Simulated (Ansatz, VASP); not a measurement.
## Two plane-wave programs on TaN

```
Ta N
1.0
     2.97629   -0.01292    0.07416
    -1.49933    2.48836   -0.18437
     0.07286   -0.16709    2.72432
Ta N
1 1
Cartesian
  0.0396 1.5874 1.2678
  -0.0107 -0.0164 -0.0038
```

Change from the starting cell: all atoms moved at random, sigma 0.02 Å a component, cell strained at random, sigma 0.03; relaxed back.

Alike in both runs: functional r2SCAN; k mesh 12 × 12 × 12; occupations gaussian, width 0.15 eV; no spin polarisation.

Ansatz relaxed the structure, and its values are those at the end. VASP's run is a single point on that final structure, the one shown.

```csv
,VASP,Ansatz
version,VASP 6.6.1,Ansatz 0.2.0
potentials or method,"VASP PAW PBE potentials, release 64 (Ta_pv, N), cutoff 520 eV","scalar-relativistic, plane waves, PAW"
valence electrons in the cell,16,18
```

Ansatz gave:

- gap on the k mesh at the Fermi level (eV): none
- pressure (GPa): 38.5
- rms of the force components (eV/Å): 0.000

**Question.** What did VASP give for the same quantities?

**Answer.** gap on the k mesh at the Fermi level (eV): none; pressure (GPa): 40.9; rms of the force components (eV/Å): 0.010.

VASP's potentials were made for PBE, not for r2SCAN. A gap of «none» marks a metal or a gap that the smearing closes. Both programs put the cell under a high pressure, so it lies far from rest at this level. VASP's potentials hold 16 valence electrons a cell and Ansatz's 18, so a difference there can come from the potentials and not from the codes. Ansatz's warnings: stress scf threshold loose.

Spin-orbit coupling is off throughout.
